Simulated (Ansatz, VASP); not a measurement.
## TaAgS2: VASP beside Ansatz

```xyz
4
Lattice="3.3093 0.0000 0.0000 -1.6547 2.8660 0.0000 0.0000 0.0000 7.7408" Properties=species:S:1:pos:R:3 pbc="T T T"
Ta    0.0000    0.0000    3.8704
Ag    0.0000    0.0000    0.0000
S     0.0000    1.9107    2.2704
S     1.6547    0.9553    5.4704
```

Alike in both runs: functional PBE; k mesh 6 × 6 × 4; occupations gaussian, width 0.1 eV; no spin polarisation.

Ansatz relaxed the structure, and its values are those at the end. VASP's run is a single point on that final structure, the one shown.

```csv
,VASP,Ansatz
version,VASP 6.6.1,Ansatz 0.2.0
potentials or method,"VASP PAW PBE potentials, release 64 (Ta_pv, Ag, S), cutoff 520 eV","scalar-relativistic, plane waves, PAW"
valence electrons in the cell,34,44
```

VASP gave:

- gap on the k mesh at the Fermi level (eV): none
- pressure (GPa): 0.0
- rms of the force components (eV/Å): 0.004

**Question.** What did Ansatz give for the same quantities?

**Answer.** gap on the k mesh at the Fermi level (eV): none; pressure (GPa): 0.0; rms of the force components (eV/Å): 0.001.

A gap of «none» marks a metal or a gap that the smearing closes. With one functional, cell and mesh, what is left measures potentials, basis and numerics. VASP's potentials hold 34 valence electrons a cell and Ansatz's 44, so a difference there can come from the potentials and not from the codes.

The k mesh is coarse, so the values compare programs but aren't converged. Neither program's run includes spin-orbit coupling.
